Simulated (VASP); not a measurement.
# HC16 (a cell with a defect) in VASP: notebook

The runs below take HC16 (a cell with a defect) through single point, with PBE.

All numbers are computed with VASP 6.6.1; they aren't measurements. Logs are shortened: lines on timing, memory, paths and dates and some standing lists are left out, and cuts for length are marked.

## 1. The cell of the first run

The cell holds a defect, 17 atoms: a = 5.049 Å, b = 5.049 Å, c = 5.049 Å, α = 60.00°, β = 60.00°, γ = 60.00°.

## 2. Single point, PBE

INCAR

```
SYSTEM = HC16
PREC     = Accurate       ! precision mode
ENCUT    = 520            ! plane-wave cutoff, eV
EDIFF    = 1E-6           ! SCF threshold, eV
ISMEAR   = -1             ! smearing method
SIGMA    = 0.02           ! smearing width, eV
LREAL    = Auto         
LASPH    = .True.         ! aspherical terms in the spheres
NELM     = 80             ! most SCF steps
ALGO     = Normal         ! electronic algorithm
ISIF     = 2              ! what is computed and relaxed
LWAVE    = .False.        ! write WAVECAR
LCHARG   = .True.         ! write CHGCAR
GGA      = PE             ! functional
LELF     = .True.         ! ELF
LVHAR    = .True.       
NBANDS   = 46             ! bands
NELECT   = 64.0
```

KPOINTS

```
regular mesh
0
Gamma
  3 3 3
  0 0 0
```

POSCAR

```
HC16
1.0
    0.0000000000      3.5700000000      3.5700000000
    3.5700000000      0.0000000000      3.5700000000
    3.5700000000      3.5700000000      0.0000000000
C H
16 1
Direct
   -0.0053581232      0.0136455182     -0.0102931373
    0.1246338936      0.1341005602      0.1165680672
   -0.0001501401      0.0091675070      0.4905840336
    0.1235729692      0.1335500000      0.6158942577
    0.0049917367      0.5062715686     -0.0151925770
    0.1065485994      0.6371721289      0.1202572829
   -0.0020546218      0.5072658263      0.4924857143
    0.1263549020      0.6349282913      0.6122983193
    0.5017978992      0.0126259104     -0.0104404762
    0.6230343137      0.1320724090      0.1207631653
    0.4976865546      0.0098470588      0.4941355742
    0.6263333333      0.1335473389      0.6158453782
    0.5144046218      0.4972511204     -0.0212421569
    0.6366774510      0.6357852941      0.1186984594
    0.5021326331      0.5071379552      0.4918021008
    0.6254264706      0.6353872549      0.6130245098
    0.3453549020      0.6938212885      0.1043655462
```

Potentials or basis: VASP PAW PBE potentials, release 64 (C, H).

Run with:

```sh
> cat potpaw_PBE.64/C/POTCAR potpaw_PBE.64/H/POTCAR > POTCAR
> mpirun -np 1 vasp_std > vasp.out
```

OUTCAR:

```text
SYSTEM = HC16
   PREC = Accurate
   ENCUT = 520
   EDIFF = 1E-6
   ISMEAR = -1
   LREAL = Auto
   LASPH = .True.
   NELM = 80
   ISIF = 2
   GGA = PE
   NELECT = 64.0

 ion  position               nearest neighbor table
   1  0.995  0.014  0.990-  10 1.53   4 1.54   6 1.55   2 1.56
   2  0.125  0.134  0.117-   5 1.53   3 1.54   9 1.55   1 1.56
   3  1.000  0.009  0.491-   4 1.54  12 1.54   2 1.54   8 1.54
   4  0.124  0.134  0.616-   3 1.54   7 1.54   1 1.54  11 1.54
   5  0.005  0.506  0.985-   6 1.52  14 1.52   2 1.53   8 1.54
   6  0.107  0.637  0.120-  17 1.33   5 1.52   7 1.54   1 1.55  13 1.68
   7  0.998  0.507  0.492-  16 1.54   6 1.54   4 1.54   8 1.55
   8  0.126  0.635  0.612-   5 1.54   3 1.54  15 1.55   7 1.55
   9  0.502  0.013  0.990-  10 1.53  12 1.54  14 1.55   2 1.55
  10  0.623  0.132  0.121-  13 1.51   1 1.53   9 1.53  11 1.54
  11  0.498  0.010  0.494-  10 1.54  12 1.54   4 1.54  16 1.54
  12  0.626  0.134  0.616-   3 1.54  15 1.54   9 1.54  11 1.54
  13  0.514  0.497  0.979-  17 1.16  10 1.51  16 1.51  14 1.65   6 1.68
  14  0.637  0.636  0.119-  17 1.38   5 1.52  15 1.54   9 1.55  13 1.65
  15  0.502  0.507  0.492-  16 1.54  14 1.54  12 1.54   8 1.55
  16  0.625  0.635  0.613-  13 1.51   7 1.54  15 1.54  11 1.54
  17  0.345  0.694  0.104-  13 1.16   6 1.33  14 1.38

  LATTYP: Found a face centered cubic cell.
 ALAT       =     7.1400000000

  Lattice vectors:

 A1 = (   0.0000000000,   3.5700000000,   3.5700000000)
 A2 = (   3.5700000000,   0.0000000000,   3.5700000000)
 A3 = (   3.5700000000,   3.5700000000,   0.0000000000)

Analysis of symmetry for initial positions (statically):
=====================================================================
 Subroutine PRICEL returns:
 Original cell was already a primitive cell.

 Routine SETGRP: Setting up the symmetry group for a
 face centered cubic supercell.

 Subroutine GETGRP returns: Found  1 space group operations
 (whereof  1 operations were pure point group operations)
 out of a pool of 48 trial point group operations.

The static configuration has the point symmetry C_1 .

Analysis of symmetry for dynamics (positions and initial velocities):
=====================================================================
 Subroutine PRICEL returns:
 Original cell was already a primitive cell.

 Routine SETGRP: Setting up the symmetry group for a
 face centered cubic supercell.

 Subroutine GETGRP returns: Found  1 space group operations
 (whereof  1 operations were pure point group operations)
 out of a pool of 48 trial point group operations.

The dynamic configuration has the point symmetry C_1 .

 Subroutine INISYM returns: Found  1 space group operations
 (whereof  1 operations are pure point group operations),
 and found     1 'primitive' translations

----------------------------------------------------------------------------------------

                                     Primitive cell

  volume of cell :      90.9986

  direct lattice vectors                    reciprocal lattice vectors
     0.000000000  3.570000000  3.570000000    -0.140056022  0.140056022  0.140056022
     3.570000000  0.000000000  3.570000000     0.140056022 -0.140056022  0.140056022
     3.570000000  3.570000000  0.000000000     0.140056022  0.140056022 -0.140056022

  length of vectors
     5.048742418  5.048742418  5.048742418     0.242584147  0.242584147  0.242584147

  position of ions in fractional coordinates (direct lattice)
     0.994641877  0.013645518  0.989706863
     0.124633894  0.134100560  0.116568067
     0.999849860  0.009167507  0.490584034
     0.123572969  0.133550000  0.615894258
     0.004991737  0.506271569  0.984807423
     0.106548599  0.637172129  0.120257283
[... 9 lines left out ...]
     0.625426471  0.635387255  0.613024510
     0.345354902  0.693821288  0.104365546

  ion indices of the primitive-cell ions
   primitive index   ion index
                 1           1
                 2           2
                 3           3
                 4           4
                 5           5
                 6           6
[... 9 lines left out ...]
                16          16
                17          17

----------------------------------------------------------------------------------------

 KPOINTS: regular mesh

Automatic generation of k-mesh.
 Grid dimensions read from file:
 generate k-points for:    3    3    3

 Generating k-lattice:

  Cartesian coordinates                     Fractional coordinates (reciprocal lattice)
    -0.046685341  0.046685341  0.046685341     0.333333333  0.000000000  0.000000000
     0.046685341 -0.046685341  0.046685341     0.000000000  0.333333333  0.000000000
     0.046685341  0.046685341 -0.046685341     0.000000000  0.000000000  0.333333333

  Length of vectors
     0.080861382  0.080861382  0.080861382

  Shift w.r.t. Gamma in fractional coordinates (k-lattice)
     0.000000000  0.000000000  0.000000000

 Subroutine IBZKPT returns following result:
 ===========================================

 Found     14 irreducible k-points:

 Following reciprocal coordinates:
            Coordinates               Weight
  0.000000  0.000000  0.000000      1.000000
  0.333333  0.000000  0.000000      2.000000
  0.000000  0.333333  0.000000      2.000000
  0.000000  0.000000  0.333333      2.000000
  0.333333  0.333333  0.333333      2.000000
  0.333333  0.333333  0.000000      2.000000
  0.000000  0.333333  0.333333      2.000000
  0.333333  0.000000  0.333333      2.000000
 -0.333333  0.333333  0.000000      2.000000
  0.000000 -0.333333  0.333333      2.000000
  0.333333  0.000000 -0.333333      2.000000
  0.333333  0.333333 -0.333333      2.000000
 -0.333333  0.333333 -0.333333      2.000000
  0.333333 -0.333333 -0.333333      2.000000
   k-points           NKPTS =     14   k-points in BZ     NKDIM =     14   number of bands    NBANDS=     46
   number of dos      NEDOS =    301   number of ions     NIONS =     17
   total plane-waves  NPLWV =  64000
   dimension x,y,z NGX =    40 NGY =   40 NGZ =   40
   dimension x,y,z NGXF=    80 NGYF=   80 NGZF=   80
   ions per type =              16   1
   NGX,Y,Z   is equivalent  to a cutoff of  13.17, 13.17, 13.17 a.u.
   NGXF,Y,Z  is equivalent  to a cutoff of  26.34, 26.34, 26.34 a.u.
 SYSTEM =  HC16
   PREC   = accura    normal or accurate (medium, high low for compatibility)
   ISTART =      0    job   : 0-new  1-cont  2-samecut
   ICHARG =      2    charge: 1-file 2-atom 10-const
   ISPIN  =      1    spin polarized calculation?
   LNONCOLLINEAR =      F non collinear calculations
   LSORBIT =      F    spin-orbit coupling
   LASPH  =      T    aspherical Exc in radial PAW
   ENCUT  =  520.0 eV  38.22 Ry    6.18 a.u.   9.39  9.39  9.39*2*pi/ulx,y,z
   NELM   =     80;   NELMIN=  2; NELMDL= -5     # of ELM steps
   EDIFF  = 0.1E-05   stopping-criterion for ELM
   LREAL  =      T    real-space projection
   EDIFFG = 0.1E-04   stopping-criterion for IOM
   NSW    =      0    number of steps for IOM
   IBRION =     -1    ionic relax: 0-MD 1-quasi-New 2-CG
   NFREE  =      0    steps in history (QN), initial steepest desc. (CG)
   ISIF   =      2    stress and relaxation
   ISYM   =      2    0-nonsym 1-usesym 2-fastsym
   POTIM  = 0.5000    time-step for ionic-motion
   TEBEG  =    0.0;   TEEND  =   0.0 temperature during run
   PSTRESS=    0.0 pullay stress
   NELECT =      64.0000    total number of electrons
   NUPDOWN=      -1.0000    fix difference up-down
   EMIN   =  10.00;   EMAX   =-10.00  energy-range for DOS
   EFERMI =   0.00;   METHOD = LEGACY
   ISMEAR =    -1;   SIGMA  =   0.02  broadening in eV -4-tet -1-fermi 0-gaus
   EFERMI_NEDOS =   21; number of points for ismear=-14 and -15
   IALGO  =     38    algorithm
   IMIX   =      4    mixing-type and parameters
     AMIX     =   0.40;   BMIX     =  1.00
     AMIX_MAG =   1.60;   BMIX_MAG =  1.00
  volume/ion in A,a.u.               =       5.35        36.12
  Fermi-wavevector in a.u.,A,eV,Ry     =   1.455872  2.751200 28.838420  2.119564
  Thomas-Fermi vector in A             =   2.572856
   LORBIT       =      0    0 simple, 1 ext, 2 COOP (PROOUT), +10 PAW based schemes
   GGA     = PE    functional components
   LHFCALC =     F    Hartree Fock is set to
   AEXX    =    0.0000 exact exchange contribution
   IVDW    =     0    specifies the selected vdW correction
   LEPSILON=     F    determine dielectric tensor
   LRPA    =     F    only Hartree local field effects (RPA)
 non-spin polarized calculation
  energy-cutoff  :      520.00
  volume of cell :       91.00
 maximum number of plane-waves:      2453
 NGX is ok and might be reduce to    40
   NGX = 19   NGY = 19   NGZ = 19

 number of electron      63.9999999 magnetization

 Free energy of the ion-electron system (eV)
  ---------------------------------------------------
  ext. energy  EPLUGINS =         0.00000000
  ---------------------------------------------------
  free energy    TOTEN  =      -155.18747590 eV

  energy without entropy =     -155.18747590  energy(sigma->0) =     -155.18747590

 E-fermi :  10.3784     XC(G=0): -13.2468

 val. band max:        9.9615023405   @ k =   0.0000   0.0000   0.0000
 cond. band min:      12.6239687720   @ k =   0.0000   0.0000   0.0000
 fundamental gap:      2.6624664315
 Fermi energy:        10.3784431449

 k-point     1 :       0.0000    0.0000    0.0000
  band No.  band energies     occupation
      1     -11.9942      2.00000
      2      -6.9896      2.00000
      3      -5.9532      2.00000
      4      -5.9330      2.00000
      5      -5.8497      2.00000
      6      -4.7953      2.00000
[... 36 lines left out ...]
     43      17.6585      0.00000
     44      17.7329      0.00000

 k-point     2 :       0.3333    0.0000    0.0000
  band No.  band energies     occupation
      1     -11.2639      2.00000
      2      -8.9834      2.00000
      3      -6.8307      2.00000
      4      -6.0375      2.00000
      5      -5.8730      2.00000
      6      -5.1663      2.00000
[... 556 lines left out ...]
 k-point    14 :       0.3333   -0.3333   -0.3333
  band No.  band energies     occupation
      1     -10.2476      2.00000
      2      -9.3249      2.00000
      3      -8.8499      2.00000
      4      -6.9574      2.00000
      5      -6.6534      2.00000
      6      -4.6242      2.00000
[... 36 lines left out ...]
     43      19.2981      0.00000
     44      19.6217      0.00000
 [bands above 44 left out]

------------------------ aborting loop because EDIFF is reached ----------------------------------------

  FORCE on cell =-STRESS in cart. coord.  units (eV):
  Direction    XX          YY          ZZ          XY          YZ          ZX
  --------------------------------------------------------------------------------------
  -------------------------------------------------------------------------------------
  Total       -6.7172569     -6.4707521     -6.5077856     -0.4799626      1.8182520     -0.1988879
  in kB     -118.2681753   -113.9280596   -114.5800934     -8.4505183     32.0132689     -3.5017437
  external PRESSURE =    -115.5921094 kB  Pullay stress =       0.0000000 kB

 VOLUME and BASIS-vectors are now :
 -----------------------------------------------------------------------------
  energy-cutoff  :      520.00
  volume of cell :       91.00
      direct lattice vectors                 reciprocal lattice vectors
     0.000000000  3.570000000  3.570000000    -0.140056022  0.140056022  0.140056022
     3.570000000  0.000000000  3.570000000     0.140056022 -0.140056022  0.140056022
     3.570000000  3.570000000  0.000000000     0.140056022  0.140056022 -0.140056022

 POSITION                                       TOTAL-FORCE (eV/Angst)
 -----------------------------------------------------------------------------------
      3.58197      7.08413      3.59959         0.010632      0.001476      0.005771
      0.89489      0.86109      0.92368        -0.009110      0.001243      0.005259
      1.78411      5.32085      3.60219         0.002037      0.001225      0.005429
      2.67552      2.63990      0.91793        -0.001792      0.000937      0.006098
      5.32315      3.53358      1.82521        -0.008716      0.006389      0.009373
      2.70402      0.80970      2.65508         0.010269     -0.000036      0.000691
[... 9 lines left out ...]
      4.45683      4.42127      4.50111        -0.001156     -0.002857      0.008796
      2.84953      1.60550      3.70986         0.013307     -0.049965     -0.063305
 -----------------------------------------------------------------------------------
    total drift:                               -0.007646     -0.014792      0.018571

  FREE ENERGIE OF THE ION-ELECTRON SYSTEM (eV)
  ---------------------------------------------------
  free  energy   TOTEN  =      -155.1874759048 eV

  energy  without entropy=     -155.1874759048  energy(sigma->0) =     -155.18747590
```

It took 66 s on 1 thread of AMD EPYC 9R45 (Zen 5), shared host; peak memory 0.21 GiB.

Results:

| Quantity | Value |
| --- | --- |
| Free energy | -155.1875 eV |
| Largest force | 0.082 eV/Å |

Forces on the atoms (eV/Å):
```
C    0.011  0.001  0.006
C   -0.009  0.001  0.005
C    0.002  0.001  0.005
C   -0.002  0.001  0.006
C   -0.009  0.006  0.009
C    0.010  0.000  0.001
C    0.011  0.008  0.001
C   -0.003  0.002  0.009
C   -0.002 -0.001 -0.007
C    0.001  0.002 -0.005
C    0.006  0.002  0.002
C   -0.004 -0.001  0.005
C   -0.013  0.034  0.019
C   -0.014 -0.008 -0.004
C    0.004  0.005  0.000
C   -0.001 -0.003  0.009
H    0.013 -0.050 -0.063
```

Caveat: the k points lie up to 0.51 Å⁻¹ apart; the cell carries a net charge on a neutralising background, which shifts energy and pressure; the cell is charged against a uniform background, so pressure and absolute levels hang on convention.

## 3. Single point, PBE

INCAR

```
PREC = Accurate
ENCUT = 520
EDIFF = 1E-6
ISMEAR = -1
SIGMA = 0.02
LREAL = Auto
LASPH = True
NELM = 80
ALGO = Normal
ISIF = 2
LWAVE = False
LCHARG = False
GGA = PE
NELECT = 64.0
NBANDS = 46
```

KPOINTS

```
regular mesh
0
Gamma
  3 3 3
```

POSCAR

```
HC16
1.0
    0.0000000000      3.5700000000      3.5700000000
    3.5700000000      0.0000000000      3.5700000000
    3.5700000000      3.5700000000      0.0000000000
C H
16 1
Direct
   -0.0077271709      0.0036591036      0.0042929972
    0.1144768908      0.1296749300      0.1321116246
   -0.0093941176      0.0038557423      0.5053946779
    0.1154721289      0.1279175070      0.6302564426
   -0.0085169468      0.5028267507      0.0019233894
    0.1096519608      0.6266547619      0.1309561625
   -0.0095652661      0.5011134454      0.5048616246
    0.1128000000      0.6301761905      0.6275837535
    0.4905219888      0.0170942577      0.0055413165
    0.6196796919      0.1274096639      0.1345690476
    0.4894759104      0.0035901961      0.5071851541
    0.6172572829      0.1294628852      0.6294950980
    0.4822997199      0.4921288515     -0.0037392157
    0.6276577031      0.6300117647      0.1429028011
    0.4871099440      0.5025578431      0.5065368347
    0.6163259104      0.6265483193      0.6246500000
    0.4661719888      0.7458526611     -0.0155577031
```

Potentials or basis: VASP PAW PBE potentials, release 64 (C, H).

Run with:

```sh
> cat potpaw_PBE.64/C/POTCAR potpaw_PBE.64/H/POTCAR > POTCAR
> mpirun -np 1 vasp_std > vasp.out
```

It took 62 s on 1 thread of AMD EPYC 9R45 (Zen 5), shared host; peak memory 0.21 GiB.

Results (log left out):

```
Free energy   : -155.2104 eV
Largest force : 0.110 eV/Å
```

Forces on the atoms (eV/Å):
```
C   -0.012  0.004  0.006
C    0.003 -0.008  0.009
C    0.005 -0.009 -0.004
C    0.009 -0.005  0.012
C   -0.025 -0.016 -0.013
C   -0.007  0.019  0.044
C    0.013 -0.006 -0.018
C    0.001  0.002 -0.003
C   -0.009 -0.023  0.008
C    0.020  0.035  0.025
C    0.006  0.015 -0.011
C    0.008  0.000 -0.002
C   -0.006 -0.049 -0.098
C    0.019  0.024  0.074
C    0.006 -0.006 -0.006
C    0.004 -0.013  0.023
H   -0.035  0.037 -0.045
```

Levels at points of the mesh, in eV from the Fermi level:
```
           k point  band 30  band 31  band 32  band 33  band 34  band 35
(0.00, 0.00, 0.00)    -0.73    -0.69    -0.48     2.29     2.65     3.74
```

Caveat: the k points lie up to 0.51 Å⁻¹ apart; the cell carries a net charge on a neutralising background, which shifts energy and pressure; the cell is charged against a uniform background, so pressure and absolute levels hang on convention.
